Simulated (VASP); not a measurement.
# KCl (P1) in VASP: notebook

KCl is run at these levels: LDA; tasks: single point.

All numbers are computed with VASP 6.6.1; they aren't measurements. Logs are shortened: lines on timing, memory, paths and dates and some standing lists are left out, and cuts for length are marked.

## Step 1: The cell of the first run

The typed cell holds 2 atoms: a = 4.450 Å, b = 4.450 Å, c = 4.450 Å, α = 60.00°, β = 60.00°, γ = 60.00°.

## Step 2: Single point, LDA

INCAR

```
SYSTEM = KCl
PREC = Accurate ; ENCUT = 400
EDIFF = 1E-6 ; ISMEAR = 0
SIGMA = 0.01 ; LREAL = .False.
LASPH = .True. ; NELM = 120
ALGO = Normal ; ISIF = 2
LWAVE = .False. ; LCHARG = .False.
NBANDS = 15 ; GGA_COMPAT = .False.
```

KPOINTS

```
Automatic mesh
0
Gamma
  5 5 5
  0 0 0
```

POSCAR

```
KCl
1.0
    0.0000000000      3.1464700000      3.1464700000
    3.1464700000      0.0000000000      3.1464700000
    3.1464700000      3.1464700000      0.0000000000
K Cl
1 1
Direct
   -0.0030780525     -0.0062444581     -0.0116590973
    0.5033949156      0.5068870830      0.5128588545
```

Potentials or basis: VASP PAW LDA potentials, release 64 (K_sv, Cl).

The run is started by

```sh
> cat potpaw_LDA.64/K_sv/POTCAR potpaw_LDA.64/Cl/POTCAR > POTCAR
> mpirun -np 1 vasp_std > vasp.out
```

OUTCAR:

```text
SYSTEM = KCl
   PREC = Accurate
   ENCUT = 400
   EDIFF = 1E-6
   ISMEAR = 0
   LREAL = .False.
   LASPH = .True.
   NELM = 120
   ISIF = 2

 ion  position               nearest neighbor table
   1  0.997  0.994  0.988-   2 3.03   2 3.05   2 3.09   2 3.21
   2  0.503  0.507  0.513-   1 3.03   1 3.05   1 3.09   1 3.21

  LATTYP: Found a face centered cubic cell.
 ALAT       =     6.2929400000

  Lattice vectors:

 A1 = (   0.0000000000,   3.1464700000,   3.1464700000)
 A2 = (   3.1464700000,   0.0000000000,   3.1464700000)
 A3 = (   3.1464700000,   3.1464700000,   0.0000000000)

Analysis of symmetry for initial positions (statically):
=====================================================================
 Subroutine PRICEL returns:
 Original cell was already a primitive cell.

 Routine SETGRP: Setting up the symmetry group for a
 face centered cubic supercell.

 Subroutine GETGRP returns: Found  1 space group operations
 (whereof  1 operations were pure point group operations)
 out of a pool of 48 trial point group operations.

The static configuration has the point symmetry C_1 .

Analysis of symmetry for dynamics (positions and initial velocities):
=====================================================================
 Subroutine PRICEL returns:
 Original cell was already a primitive cell.

 Routine SETGRP: Setting up the symmetry group for a
 face centered cubic supercell.

 Subroutine GETGRP returns: Found  1 space group operations
 (whereof  1 operations were pure point group operations)
 out of a pool of 48 trial point group operations.

The dynamic configuration has the point symmetry C_1 .

 Subroutine INISYM returns: Found  1 space group operations
 (whereof  1 operations are pure point group operations),
 and found     1 'primitive' translations

----------------------------------------------------------------------------------------

                                     Primitive cell

  volume of cell :      62.3018

  direct lattice vectors                    reciprocal lattice vectors
     0.000000000  3.146470000  3.146470000    -0.158908237  0.158908237  0.158908237
     3.146470000  0.000000000  3.146470000     0.158908237 -0.158908237  0.158908237
     3.146470000  3.146470000  0.000000000     0.158908237  0.158908237 -0.158908237

  length of vectors
     4.449780548  4.449780548  4.449780548     0.275237140  0.275237140  0.275237140

  position of ions in fractional coordinates (direct lattice)
     0.996921947  0.993755542  0.988340903
     0.503394916  0.506887083  0.512858855

  ion indices of the primitive-cell ions
   primitive index   ion index
                 1           1
                 2           2

----------------------------------------------------------------------------------------

 KPOINTS: Automatic mesh

Automatic generation of k-mesh.
 Grid dimensions read from file:
 generate k-points for:    5    5    5

 Generating k-lattice:

  Cartesian coordinates                     Fractional coordinates (reciprocal lattice)
    -0.031781647  0.031781647  0.031781647     0.200000000  0.000000000  0.000000000
     0.031781647 -0.031781647  0.031781647     0.000000000  0.200000000  0.000000000
     0.031781647  0.031781647 -0.031781647     0.000000000  0.000000000  0.200000000

  Length of vectors
     0.055047428  0.055047428  0.055047428

  Shift w.r.t. Gamma in fractional coordinates (k-lattice)
     0.000000000  0.000000000  0.000000000

 Subroutine IBZKPT returns following result:
 ===========================================

 Found     63 irreducible k-points:

 Following reciprocal coordinates:
            Coordinates               Weight
  0.000000  0.000000  0.000000      1.000000
  0.200000  0.000000  0.000000      2.000000
  0.000000  0.200000  0.000000      2.000000
  0.000000  0.000000  0.200000      2.000000
  0.200000  0.200000  0.200000      2.000000
  0.400000  0.000000  0.000000      2.000000
[... 16 lines left out ...]
  0.200000  0.400000  0.400000      2.000000
  0.400000  0.000000  0.200000      2.000000
 [... further k-points ...]
   k-points           NKPTS =     63   k-points in BZ     NKDIM =     63   number of bands    NBANDS=     15
   number of dos      NEDOS =    301   number of ions     NIONS =      2
   total plane-waves  NPLWV =  27000
   dimension x,y,z NGX =    30 NGY =   30 NGZ =   30
   dimension x,y,z NGXF=    60 NGYF=   60 NGZF=   60
   ions per type =               1   1
   NGX,Y,Z   is equivalent  to a cutoff of  11.21, 11.21, 11.21 a.u.
   NGXF,Y,Z  is equivalent  to a cutoff of  22.42, 22.42, 22.42 a.u.
 SYSTEM =  KCl
   PREC   = accura    normal or accurate (medium, high low for compatibility)
   ISTART =      0    job   : 0-new  1-cont  2-samecut
   ICHARG =      2    charge: 1-file 2-atom 10-const
   ISPIN  =      1    spin polarized calculation?
   LNONCOLLINEAR =      F non collinear calculations
   LSORBIT =      F    spin-orbit coupling
   LASPH  =      T    aspherical Exc in radial PAW
   ENCUT  =  400.0 eV  29.40 Ry    5.42 a.u.   7.26  7.26  7.26*2*pi/ulx,y,z
   NELM   =    120;   NELMIN=  2; NELMDL= -5     # of ELM steps
   EDIFF  = 0.1E-05   stopping-criterion for ELM
   LREAL  =      F    real-space projection
[... 7 lines left out ...]
   TEBEG  =    0.0;   TEEND  =   0.0 temperature during run
   PSTRESS=    0.0 pullay stress
   NELECT =      16.0000    total number of electrons
   NUPDOWN=      -1.0000    fix difference up-down
   EMIN   =  10.00;   EMAX   =-10.00  energy-range for DOS
   EFERMI =   0.00;   METHOD = LEGACY
   ISMEAR =     0;   SIGMA  =   0.01  broadening in eV -4-tet -1-fermi 0-gaus
   EFERMI_NEDOS =   21; number of points for ismear=-14 and -15
   IALGO  =     38    algorithm
   IMIX   =      4    mixing-type and parameters
     AMIX     =   0.40;   BMIX     =  1.00
     AMIX_MAG =   1.60;   BMIX_MAG =  1.00
  volume/ion in A,a.u.               =      31.15       210.22
  Fermi-wavevector in a.u.,A,eV,Ry     =   1.040594  1.966437 14.732871  1.082835
  Thomas-Fermi vector in A             =   2.175177
   LORBIT       =      0    0 simple, 1 ext, 2 COOP (PROOUT), +10 PAW based schemes
   GGA     = CA    functional components
   LHFCALC =     F    Hartree Fock is set to
   AEXX    =    0.0000 exact exchange contribution
   IVDW    =     0    specifies the selected vdW correction
   LEPSILON=     F    determine dielectric tensor
   LRPA    =     F    only Hartree local field effects (RPA)
 non-spin polarized calculation
 Gauss-broadening in eV      SIGMA  =   0.01
  energy-cutoff  :      400.00
  volume of cell :       62.30
 maximum number of plane-waves:      1149
 NGX is ok and might be reduce to    30
   NGX = 15   NGY = 15   NGZ = 15

 number of electron      16.0000000 magnetization

 Free energy of the ion-electron system (eV)
  ---------------------------------------------------
  ext. energy  EPLUGINS =         0.00000000
  ---------------------------------------------------
  free energy    TOTEN  =        -7.35506698 eV

  energy without entropy =       -7.35506698  energy(sigma->0) =       -7.35506698

 E-fermi :  -1.9502     XC(G=0):  -8.1068

 val. band max:       -2.0923322516   @ k =   0.0000   0.0000   0.0000
 cond. band min:       2.6609432370   @ k =   0.0000   0.0000   0.0000
 fundamental gap:      4.7532754886
 Fermi energy:        -1.9501607960

 k-point     1 :       0.0000    0.0000    0.0000
  band No.  band energies     occupation
      1     -28.9061      2.00000
      2     -14.1211      2.00000
      3     -12.6065      2.00000
      4     -12.6048      2.00000
      5     -12.5973      2.00000
      6      -2.0954      2.00000
      7      -2.0950      2.00000
      8      -2.0923      2.00000
      9       2.6609      0.00000
     10       6.0022      0.00000
     11       6.0190      0.00000
     12       6.0645      0.00000
     13       6.9653      0.00000
     14       6.9829      0.00000
     15      10.3243      0.00000

 k-point     2 :       0.2000    0.0000    0.0000
  band No.  band energies     occupation
      1     -28.9019      2.00000
      2     -14.1951      2.00000
      3     -12.6127      2.00000
      4     -12.6091      2.00000
      5     -12.5023      2.00000
      6      -2.5527      2.00000
      7      -2.2153      2.00000
      8      -2.2071      2.00000
      9       3.5587      0.00000
     10       5.7363      0.00000
     11       6.4757      0.00000
     12       6.5124      0.00000
     13       7.5299      0.00000
     14       7.5785      0.00000
     15      11.5395      0.00000

 k-point     3 :       0.0000    0.2000    0.0000
  band No.  band energies     occupation
      1     -28.9019      2.00000
      2     -14.1948      2.00000
      3     -12.6123      2.00000
      4     -12.6093      2.00000
      5     -12.5027      2.00000
      6      -2.5525      2.00000
      7      -2.2156      2.00000
      8      -2.2077      2.00000
      9       3.5587      0.00000
     10       5.7414      0.00000
     11       6.4759      0.00000
     12       6.5132      0.00000
     13       7.5299      0.00000
     14       7.5722      0.00000
     15      11.5331      0.00000
[... 343 lines left out ...]
 k-point    23 :       0.2000    0.4000    0.4000
  band No.  band energies     occupation
      1     -28.8949      2.00000
      2     -14.2031      2.00000
      3     -12.6462      2.00000
      4     -12.6367      2.00000
      5     -12.4810      2.00000
      6      -2.9100      2.00000
      7      -2.4055      2.00000
      8      -2.3275      2.00000
      9       4.8423      0.00000
     10       5.2040      0.00000
     11       7.8896      0.00000
     12       7.9758      0.00000
     13       8.1930      0.00000
     14       8.2860      0.00000
     15       9.7066      0.00000

 k-point    24 :       0.4000    0.0000    0.2000
  band No.  band energies     occupation
      1     -28.8948      2.00000
      2     -14.2084      2.00000
      3     -12.6442      2.00000
      4     -12.6390      2.00000
      5     -12.4757      2.00000
      6      -2.9094      2.00000
      7      -2.4025      2.00000
      8      -2.3173      2.00000
      9       4.8367      0.00000
     10       5.1790      0.00000
     11       7.7030      0.00000
     12       8.0019      0.00000
     13       8.1384      0.00000
     14       8.5002      0.00000
     15       9.6975      0.00000

 [... further k-points ...]
[... 5 lines left out ...]
  --------------------------------------------------------------------------------------
  -------------------------------------------------------------------------------------
  Total       -0.6205227     -0.6637434     -0.7174536     -0.0205927     -0.0103917     -0.0126165
  in kB      -15.9575972    -17.0690763    -18.4503074     -0.5295700     -0.2672377     -0.3244496
  external PRESSURE =     -17.1589936 kB  Pullay stress =       0.0000000 kB

 VOLUME and BASIS-vectors are now :
 -----------------------------------------------------------------------------
  energy-cutoff  :      400.00
  volume of cell :       62.30
      direct lattice vectors                 reciprocal lattice vectors
     0.000000000  3.146470000  3.146470000    -0.158908237  0.158908237  0.158908237
     3.146470000  0.000000000  3.146470000     0.158908237 -0.158908237  0.158908237
     3.146470000  3.146470000  0.000000000     0.158908237  0.158908237 -0.158908237

 POSITION                                       TOTAL-FORCE (eV/Angst)
 -----------------------------------------------------------------------------------
      6.23661      6.24657      6.26361         0.131335      0.105179      0.064381
      3.20860      3.19761      3.17882        -0.131335     -0.105179     -0.064381
 -----------------------------------------------------------------------------------
    total drift:                               -0.000124      0.000037      0.000217

  FREE ENERGIE OF THE ION-ELECTRON SYSTEM (eV)
  ---------------------------------------------------
  free  energy   TOTEN  =        -7.3550669822 eV

  energy  without entropy=       -7.3550669822  energy(sigma->0) =       -7.35506698
```

Run time: 34 s. Hardware: 1 thread of Intel Xeon 8259CL, shared host; peak memory 0.17 GiB.

Results:

```
Free energy            : -7.3551 eV
Pressure               : -1.7 GPa
Largest force          : 0.180 eV/Å
Band gap on the k mesh : 4.75 eV
```

Forces in eV/Å, atoms in the order of the input:
```
K    0.131  0.105  0.064
Cl  -0.131 -0.105 -0.064
```

Stress tensor (GPa, compression positive):
```
-1.60 -0.05 -0.03
-0.05 -1.71 -0.03
-0.03 -0.03 -1.85
```

Expect the measured gap to be larger: semilocal functionals such as LDA lack the derivative discontinuity.

## Step 3: Single point, LDA

INCAR

```
SYSTEM = KCl
  PREC = Accurate
  ENCUT = 400
  EDIFF = 1E-6
  ISMEAR = 0
  SIGMA = 0.01
  LREAL = .FALSE.
  LASPH = .TRUE.
  NELM = 120
  ALGO = Normal
  ISIF = 2
  LWAVE = .FALSE.
  LCHARG = .FALSE.
  NBANDS = 15
  GGA_COMPAT = .FALSE.
```

KPOINTS

```
regular mesh
0
G
  5 5 5
  0 0 0
```

POSCAR

```
KCl
1.0
    0.0000000000      3.1464700000      3.1464700000
    3.1464700000      0.0000000000      3.1464700000
    3.1464700000      3.1464700000      0.0000000000
K Cl
1 1
Direct
   -0.0041093670     -0.0082501978     -0.0153810461
    0.5045320629      0.5090994035      0.5169640899
```

Potentials or basis: VASP PAW LDA potentials, release 64 (K_sv, Cl).

The run is started by

```sh
> cat potpaw_LDA.64/K_sv/POTCAR potpaw_LDA.64/Cl/POTCAR > POTCAR
> mpirun -np 1 vasp_std > vasp.out
```

Wall time 33 s (1 thread of Intel Xeon 8259CL, shared host); peak memory 0.17 GiB.

The run converged. Its results:

```yaml
Free_energy: -7.3439 eV
Pressure: -1.6 GPa
Largest_force: 0.240 eV/Å
Band_gap_on_the_k_mesh: 4.76 eV
```

Forces in eV/Å, atoms in the order of the input:
```
K    0.177  0.140  0.083
Cl  -0.177 -0.140 -0.083
```

Stress tensor (GPa, compression positive):
```
-1.36 -0.10 -0.06
-0.10 -1.56 -0.05
-0.06 -0.05 -1.80
```

Levels at points of the mesh, in eV from the valence-band top:
| k point | band 6 | band 7 | band 8 | band 9 | band 10 | band 11 |
| --- | --- | --- | --- | --- | --- | --- |
| (0.00, 0.00, 0.00) | -0.01 | 0.00 | 0.00 | 4.76 | 8.10 | 8.13 |

Expect the measured gap to be larger: semilocal functionals such as LDA lack the derivative discontinuity.
